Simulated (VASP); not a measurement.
Write the native input for VASP 6.6.1 that does the following.

- Task: relaxation of cell and atoms
- Functional: PBE
- Potentials or basis: VASP PAW PBE potentials, release 64 (B)
- Cutoff: 600 eV
- k mesh: 4 × 4 × 6
- Occupations: gaussian, width 0.1 eV
- Spin: no spin polarisation
- Dipole correction: no
- Further INCAR settings: ALGO = Normal; EDIFF = 1e-06; IBRION = 2; EDIFFG = -0.04; NSW = 90; ISIF = 3

The structure of B lies in POSCAR:

```
B
1.0
    3.7633097600      0.0000000000      0.0000000000
    0.0000000000      3.7633097600      0.0000000000
    0.0000000000      0.0000000000      3.4949196900
B
5
Direct
    0.0000000000      0.2696323400      0.6193693800
    0.2696323400      0.0000000000      0.3806306200
    0.7303676600      0.0000000000      0.3806306200
    0.0000000000      0.7303676600      0.6193693800
    0.0000000000      0.0000000000      0.0000000000
```

The input as run:

INCAR

```
ALGO = Normal
EDIFF = 1E-6
EDIFFG = -0.04
ENCUT = 600
GGA = PE
IBRION = 2
ISIF = 3
ISMEAR = 0
LASPH = T
LCHARG = F
LREAL = F
LWAVE = F
NELM = 100
NSW = 90
PREC = Accurate
SIGMA = 0.1
```

KPOINTS

```
k-points
0
Gamma
  4 4 6
```

Potentials or basis: VASP PAW PBE potentials, release 64 (B).

Launch:

```bash
$ cat potpaw_PBE.64/B/POTCAR > POTCAR
$ mpirun -np 1 vasp_std > vasp.out
```

It gave:

```json
{
 "Relaxed volume": "9.46 Å³/atom",
 "Relaxed cell": "a = 3.321 Å, b = 3.321 Å, c = 4.287 Å, α = 90.00°, β = 90.00°, γ = 90.00°",
 "Space group after relaxing (to 0.05 Å)": "P-4m2 (No. 115)",
 "Energy gained by relaxing": "620.3 meV/atom",
 "Ionic steps": "28",
 "Pressure after relaxing": "0.0 GPa",
 "Largest force after relaxing": "0.012 eV/Å"
}
```

Caveat: the k points lie up to 0.47 Å⁻¹ apart in the final cell.

It took 98 s on 1 thread of AMD EPYC 9R45 96-Core Processor (Zen 5) (shared host), peak memory 0.13 GiB.
